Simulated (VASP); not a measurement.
# La2LuN3 (P-3m1) in VASP: single point with PBEsol

Aim: the single point of La2LuN3 with PBEsol.

Program: VASP 6.6.1. These are calculated values, not measurements. Logs are shortened: lines on timing, memory, paths and dates and some standing lists are left out, and cuts for length are marked.

## 1. The cell of the first run

Symmetry: P-3m1, No. 164, trigonal system. The conventional cell has a = 3.619 Å, b = 3.619 Å, c = 8.938 Å, α = 90.00°, β = 90.00°, γ = 120.00°. Within 3.4 Å of La (site symmetry 3m) lie 6 N at 2.61 to 2.62 Å. Within 3.3 Å of Lu (site symmetry -3m) lie 6 N at 2.48 Å. N (site symmetry -3m) has 6 La at 2.62 Å and 12 N at 3.62 to 3.77 Å within 3.8 Å. Within 3.4 Å of N (site symmetry 3m) lie 3 Lu at 2.48 Å and 3 La at 2.61 Å and 3 N at 3.39 Å.

## 2. Single point, PBEsol

Contents of POSCAR:

```
La2LuN3
1.0
    3.6185177276      0.0000000289      0.0000000000
   -1.8092588888      3.1337282617      0.0000000000
    0.0000000000      0.0000000000      8.9379348000
La Lu N
2 1 3
Direct
    0.3333333333      0.6666666667      0.6760740000
    0.6666666667      0.3333333333      0.3239260000
    0.0000000000      0.0000000000      0.0000000000
    0.0000000000      0.0000000000      0.5000000000
    0.3333333333      0.6666666667      0.1489960000
    0.6666666667      0.3333333333      0.8510040000
```

Contents of INCAR.step1:

```
PREC = Accurate
ENCUT = 520
EDIFF = 1E-7
ISMEAR = 0
SIGMA = 0.01
LREAL = F
LASPH = T
NELM = 60
ALGO = Normal
ISIF = 2
LWAVE = F
LCHARG = T
LMAXMIX = 6
GGA = PS
NBANDS = 40
```

Contents of KPOINTS.step1:

```
regular mesh
0
Gamma
  12 12 4
```

Contents of INCAR.step2:

```
PREC = Accurate
ENCUT = 520
EDIFF = 1E-7
ISMEAR = -5
SIGMA = 0.01
LREAL = F
LASPH = T
NELM = 60
ALGO = Normal
ISIF = 2
LWAVE = F
LCHARG = F
LMAXMIX = 6
GGA = PS
LORBIT = 11
NEDOS = 2001
ICHARG = 11
```

Contents of KPOINTS.step2:

```
regular mesh
0
Gamma
  18 18 6
```

Potentials or basis: VASP PAW PBE potentials, release 64 (La, Lu, N).

Run with:

```
$ cat potpaw_PBE.64/La/POTCAR potpaw_PBE.64/Lu/POTCAR potpaw_PBE.64/N/POTCAR > POTCAR
$ cp INCAR.step1 INCAR
$ cp KPOINTS.step1 KPOINTS
$ mpirun -np 1 vasp_std > vasp.out
$ cp INCAR.step2 INCAR
$ cp KPOINTS.step2 KPOINTS
$ mpirun -np 1 vasp_std > vasp.out
```

OUTCAR:

```text
PREC = Accurate
   ENCUT = 520
   EDIFF = 1E-7
   ISMEAR = -5
   LREAL = F
   LASPH = T
   NELM = 60
   ISIF = 2
   GGA = PS
   LORBIT = 11
   ICHARG = 11

 ion  position               nearest neighbor table
   1  0.333  0.667  0.676-   6 2.61   6 2.61   6 2.61   4 2.62   4 2.62   4 2.62   3 3.57   3 3.57
                             3 3.57
   2  0.667  0.333  0.324-   5 2.61   5 2.61   5 2.61   4 2.62   4 2.62   4 2.62   3 3.57   3 3.57
                             3 3.57
   3  0.000  0.000  0.000-   5 2.48   6 2.48   5 2.48   6 2.48   6 2.48   5 2.48   1 3.57   2 3.57
                             1 3.57   2 3.57   1 3.57   2 3.57
   4  0.000  0.000  0.500-   1 2.62   2 2.62   1 2.62   2 2.62   2 2.62   1 2.62
   5  0.333  0.667  0.149-   3 2.48   3 2.48   3 2.48   2 2.61   2 2.61   2 2.61
   6  0.667  0.333  0.851-   3 2.48   3 2.48   3 2.48   1 2.61   1 2.61   1 2.61

  LATTYP: Found a hexagonal cell.
 ALAT       =     3.6185177276
 C/A-ratio  =     2.4700541694

  Lattice vectors:

 A1 = (   3.6185177276,   0.0000000289,   0.0000000000)
 A2 = (  -1.8092588888,   3.1337282617,   0.0000000000)
 A3 = (   0.0000000000,   0.0000000000,   8.9379348000)

Analysis of symmetry for initial positions (statically):
=====================================================================
 Subroutine PRICEL returns:
 Original cell was already a primitive cell.

 Routine SETGRP: Setting up the symmetry group for a
 hexagonal supercell.

 Subroutine GETGRP returns: Found 12 space group operations
 (whereof 12 operations were pure point group operations)
 out of a pool of 24 trial point group operations.

The static configuration has the point symmetry D_3d.

Analysis of symmetry for dynamics (positions and initial velocities):
=====================================================================
 Subroutine PRICEL returns:
 Original cell was already a primitive cell.

 Routine SETGRP: Setting up the symmetry group for a
 hexagonal supercell.

 Subroutine GETGRP returns: Found 12 space group operations
 (whereof 12 operations were pure point group operations)
 out of a pool of 24 trial point group operations.

The dynamic configuration has the point symmetry D_3d.

 Subroutine INISYM returns: Found 12 space group operations
 (whereof 12 operations are pure point group operations),
 and found     1 'primitive' translations

----------------------------------------------------------------------------------------

                                     Primitive cell

  volume of cell :     101.3513

  direct lattice vectors                    reciprocal lattice vectors
     3.618517728  0.000000029  0.000000000     0.276356252  0.159554359  0.000000000
    -1.809258889  3.133728262  0.000000000    -0.000000003  0.319108714  0.000000000
     0.000000000  0.000000000  8.937934800     0.000000000  0.000000000  0.111882669

  length of vectors
     3.618517728  3.618517728  8.937934800     0.319108714  0.319108714  0.111882669

  position of ions in fractional coordinates (direct lattice)
     0.333333333  0.666666667  0.676074000
     0.666666667  0.333333333  0.323926000
     0.000000000  0.000000000  0.000000000
     0.000000000  0.000000000  0.500000000
     0.333333333  0.666666667  0.148996000
     0.666666667  0.333333333  0.851004000

  ion indices of the primitive-cell ions
   primitive index   ion index
                 1           1
                 2           2
                 3           3
                 4           4
                 5           5
                 6           6

----------------------------------------------------------------------------------------

 KPOINTS: regular mesh

Automatic generation of k-mesh.
 Grid dimensions read from file:
 generate k-points for:   18   18    6

 Generating k-lattice:

  Cartesian coordinates                     Fractional coordinates (reciprocal lattice)
     0.015353125  0.008864131  0.000000000     0.055555556 -0.000000000  0.000000000
    -0.000000000  0.017728262  0.000000000     0.000000000  0.055555556  0.000000000
     0.000000000  0.000000000  0.018647111     0.000000000  0.000000000  0.166666667

  Length of vectors
     0.017728262  0.017728262  0.018647111

  Shift w.r.t. Gamma in fractional coordinates (k-lattice)
     0.000000000  0.000000000  0.000000000

 TETIRR: Found   2825 inequivalent tetrahedra from    11664

 Subroutine IBZKPT returns following result:
 ===========================================

 Found    202 irreducible k-points:

 Following reciprocal coordinates:
            Coordinates               Weight
  0.000000  0.000000  0.000000      1.000000
  0.055556 -0.000000  0.000000      6.000000
  0.111111 -0.000000  0.000000      6.000000
  0.166667 -0.000000  0.000000      6.000000
  0.222222 -0.000000  0.000000      6.000000
  0.277778 -0.000000  0.000000      6.000000
[... 16 lines left out ...]
  0.333333  0.111111  0.000000     12.000000
  0.388889  0.111111  0.000000     12.000000
 [... further k-points ...]
   k-points           NKPTS =    202   k-points in BZ     NKDIM =    202   number of bands    NBANDS=     37
   number of dos      NEDOS =   2001   number of ions     NIONS =      6
   total plane-waves  NPLWV =  54880
   dimension x,y,z NGX =    28 NGY =   28 NGZ =   70
   dimension x,y,z NGXF=    56 NGYF=   56 NGZF=  140
   ions per type =               2   1   3
   NGX,Y,Z   is equivalent  to a cutoff of  12.86, 12.86, 13.02 a.u.
   NGXF,Y,Z  is equivalent  to a cutoff of  25.73, 25.73, 26.04 a.u.
 SYSTEM =  unknown system
   PREC   = accura    normal or accurate (medium, high low for compatibility)
   ISTART =      0    job   : 0-new  1-cont  2-samecut
   ICHARG =     11    charge: 1-file 2-atom 10-const
   ISPIN  =      1    spin polarized calculation?
   LNONCOLLINEAR =      F non collinear calculations
   LSORBIT =      F    spin-orbit coupling
   LASPH  =      T    aspherical Exc in radial PAW
   ENCUT  =  520.0 eV  38.22 Ry    6.18 a.u.   6.73  6.73 16.62*2*pi/ulx,y,z
   NELM   =     60;   NELMIN=  2; NELMDL=  0     # of ELM steps
   EDIFF  = 0.1E-06   stopping-criterion for ELM
   LREAL  =      F    real-space projection
   EDIFFG = 0.1E-05   stopping-criterion for IOM
   NSW    =      0    number of steps for IOM
   IBRION =     -1    ionic relax: 0-MD 1-quasi-New 2-CG
   NFREE  =      0    steps in history (QN), initial steepest desc. (CG)
   ISIF   =      2    stress and relaxation
   ISYM   =      2    0-nonsym 1-usesym 2-fastsym
   POTIM  = 0.5000    time-step for ionic-motion
   TEBEG  =    0.0;   TEEND  =   0.0 temperature during run
   PSTRESS=    0.0 pullay stress
   NELECT =      62.0000    total number of electrons
   NUPDOWN=      -1.0000    fix difference up-down
   EMIN   =  10.00;   EMAX   =-10.00  energy-range for DOS
   EFERMI =   0.00;   METHOD = LEGACY
   ISMEAR =    -5;   SIGMA  =   0.01  broadening in eV -4-tet -1-fermi 0-gaus
   EFERMI_NEDOS =   21; number of points for ismear=-14 and -15
   IALGO  =     38    algorithm
   IMIX   =      4    mixing-type and parameters
     AMIX     =   0.40;   BMIX     =  1.00
     AMIX_MAG =   1.60;   BMIX_MAG =  1.00
  volume/ion in A,a.u.               =      16.89       113.99
  Fermi-wavevector in a.u.,A,eV,Ry     =   1.389725  2.626200 26.277430  1.931337
  Thomas-Fermi vector in A             =   2.513729
   LORBIT       =     11    0 simple, 1 ext, 2 COOP (PROOUT), +10 PAW based schemes
   GGA     = PS    functional components
   LHFCALC =     F    Hartree Fock is set to
   AEXX    =    0.0000 exact exchange contribution
   IVDW    =     0    specifies the selected vdW correction
   LEPSILON=     F    determine dielectric tensor
   LRPA    =     F    only Hartree local field effects (RPA)
 non-spin polarized calculation
 Fermi weights with tetrahedron method with Bloechl corrections
  energy-cutoff  :      520.00
  volume of cell :      101.35
 maximum number of plane-waves:      2758

 number of electron      61.9999995 magnetization

 Free energy of the ion-electron system (eV)
  ---------------------------------------------------
  ext. energy  EPLUGINS =         0.00000000
  ---------------------------------------------------
  free energy    TOTEN  =       -50.35293267 eV

  energy without entropy =      -50.35293267  energy(sigma->0) =      -50.35293267

 E-fermi :   6.3238     XC(G=0): -11.3450

 val. band max:        6.3012082340   @ k =   0.0000   0.0000   0.0000
 cond. band min:       6.4561449502   @ k =   0.5000  -0.0000   0.0000
 fundamental gap:      0.1549367162
 Fermi energy:         6.3237773289

 k-point     1 :       0.0000    0.0000    0.0000
  band No.  band energies     occupation
      1     -48.1230      2.00000
      2     -24.4887      2.00000
      3     -24.3790      2.00000
      4     -18.9468      2.00000
      5     -18.6597      2.00000
      6     -18.6597      2.00000
[... 29 lines left out ...]
     36       9.6225      0.00000
     37      10.2089      0.00000

 k-point     2 :       0.0556   -0.0000    0.0000
  band No.  band energies     occupation
      1     -48.1226      2.00000
      2     -24.4814      2.00000
      3     -24.3731      2.00000
      4     -18.9449      2.00000
      5     -18.6693      2.00000
      6     -18.6617      2.00000
[... 29 lines left out ...]
     36       9.6926      0.00000
     37      10.2837      0.00000

 k-point     3 :       0.1111   -0.0000    0.0000
  band No.  band energies     occupation
      1     -48.1217      2.00000
      2     -24.4600      2.00000
      3     -24.3559      2.00000
      4     -18.9394      2.00000
      5     -18.6968      2.00000
      6     -18.6675      2.00000
[... 29 lines left out ...]
     36       9.7518      0.00000
     37      10.2572      0.00000

 k-point     4 :       0.1667   -0.0000    0.0000
  band No.  band energies     occupation
      1     -48.1202      2.00000
      2     -24.4268      2.00000
      3     -24.3296      2.00000
      4     -18.9310      2.00000
      5     -18.7384      2.00000
      6     -18.6764      2.00000
[... 29 lines left out ...]
     36       9.9870      0.00000
     37      10.2332      0.00000
[... 683 lines left out ...]
      1     -48.1141      2.00000
      2     -24.2833      2.00000
      3     -24.2235      2.00000
      4     -18.9006      2.00000
      5     -18.8853      2.00000
      6     -18.7277      2.00000
[... 29 lines left out ...]
     36      10.3896      0.00000
     37      10.4755      0.00000

 k-point    23 :       0.3333    0.1111    0.0000
  band No.  band energies     occupation
      1     -48.1127      2.00000
      2     -24.2472      2.00000
      3     -24.2006      2.00000
      4     -18.9255      2.00000
      5     -18.8863      2.00000
      6     -18.7393      2.00000
[... 29 lines left out ...]
     36      10.3630      0.00000
     37      10.4219      0.00000

 k-point    24 :       0.3889    0.1111    0.0000
  band No.  band energies     occupation
      1     -48.1118      2.00000
      2     -24.2221      2.00000
      3     -24.1869      2.00000
      4     -18.9471      2.00000
      5     -18.8815      2.00000
      6     -18.7469      2.00000
[... 29 lines left out ...]
     36      10.3682      0.00000
     37      10.4124      0.00000

 [... further k-points ...]
[... 5 lines left out ...]
  --------------------------------------------------------------------------------------
  -------------------------------------------------------------------------------------
  Total       -2.9423491     -2.9423491     -2.9729044     -0.0000000      0.0000000     -0.0000000
  in kB      -46.5131286    -46.5131286    -46.9961523     -0.0000000      0.0000000     -0.0000000
  external PRESSURE =     -46.6741365 kB  Pullay stress =       0.0000000 kB

 VOLUME and BASIS-vectors are now :
 -----------------------------------------------------------------------------
  energy-cutoff  :      520.00
  volume of cell :      101.35
      direct lattice vectors                 reciprocal lattice vectors
     3.618517728  0.000000029  0.000000000     0.276356252  0.159554359  0.000000000
    -1.809258889  3.133728262  0.000000000    -0.000000003  0.319108714  0.000000000
     0.000000000  0.000000000  8.937934800     0.000000000  0.000000000  0.111882669

 POSITION                                       TOTAL-FORCE (eV/Angst)
 -----------------------------------------------------------------------------------
     -0.00000      2.08915      6.04271        -0.000000      0.000000      0.007309
      1.80926      1.04458      2.89523         0.000000     -0.000000     -0.007309
      0.00000      0.00000      0.00000        -0.000000      0.000000      0.000000
      0.00000      0.00000      4.46897        -0.000000      0.000000      0.000000
     -0.00000      2.08915      1.33172         0.000000     -0.000000      0.025254
      1.80926      1.04458      7.60622        -0.000000      0.000000     -0.025254
 -----------------------------------------------------------------------------------
    total drift:                               -0.000000      0.000000      0.000000

  FREE ENERGIE OF THE ION-ELECTRON SYSTEM (eV)
  ---------------------------------------------------
  free  energy   TOTEN  =       -50.3529326748 eV

  energy  without entropy=      -50.3529326748  energy(sigma->0) =      -50.35293267

 total charge

# of ion       s       p       d       f       tot
--------------------------------------------------
    1        2.046   5.675   0.727   0.192   8.640
    2        2.046   5.675   0.727   0.192   8.640
    3        2.227   6.111   0.811  14.025  23.174
    4        1.256   2.336   0.000   0.000   3.592
    5        1.244   2.346   0.000   0.000   3.590
    6        1.244   2.346   0.000   0.000   3.590
--------------------------------------------------
tot         10.062  24.489   2.265  14.408  51.225
```

Wall time 17 min (1 thread of Intel Xeon 6975P-C (Granite Rapids), shared host); peak memory 0.83 GiB.

Results:

| Item | Value |
| --- | --- |
| Valence electrons inside the program's atomic spheres | La 8.64; Lu 23.17; N 3.59 |

Caveat: the PAW data sets were made with another functional, which shifts forces and pressure a little; spin-orbit coupling is left out, which moves the levels of the heavy elements.
